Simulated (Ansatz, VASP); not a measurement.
## BN: VASP beside Ansatz

```
CELL_PARAMETERS angstrom
0.02266 1.81300 1.81300
1.83566 0.00000 1.83566
1.81300 1.81300 0.02266
ATOMIC_POSITIONS crystal
B 0.00000 0.00000 0.00000
N 0.75000 0.75000 0.75000
```

Change from the starting cell: strain +0.0250 x Voigt [0, 0, 0, 0, 1, 0], atoms carried along.

Alike in both runs: task single point; functional LDA; k mesh 12 × 12 × 12; occupations gaussian, width 0.05 eV; no spin polarisation.

|  | VASP | Ansatz |
| --- | --- | --- |
| version | VASP 6.6.1 | Ansatz 0.2.0 |
| potentials or method | VASP PAW LDA potentials, release 64 (B, N), cutoff 520 eV | scalar-relativistic, plane waves, PAW |
| valence electrons in the cell | 8 | 8 |

VASP gave:

* gap on the k mesh at the Fermi level (eV): 4.25
* least direct gap on the mesh (eV): 8.26
* pressure (GPa): -13.1
* traceless stress, the component that is largest in VASP (GPa): -10.93
* rms of the force components (eV/Å): 0.016

Question: Estimate Ansatz's values.

Answer: gap on the k mesh at the Fermi level (eV): 4.26; least direct gap on the mesh (eV): 8.27; pressure (GPa): -13.9; traceless stress, the component that is largest in VASP (GPa): -10.86; rms of the force components (eV/Å): 0.013.

LDA's correlation is that of Perdew and Zunger in VASP and of Perdew and Wang (1992) in Ansatz. Atom by atom the forces differ by 0.003 eV/Å (rms over components).
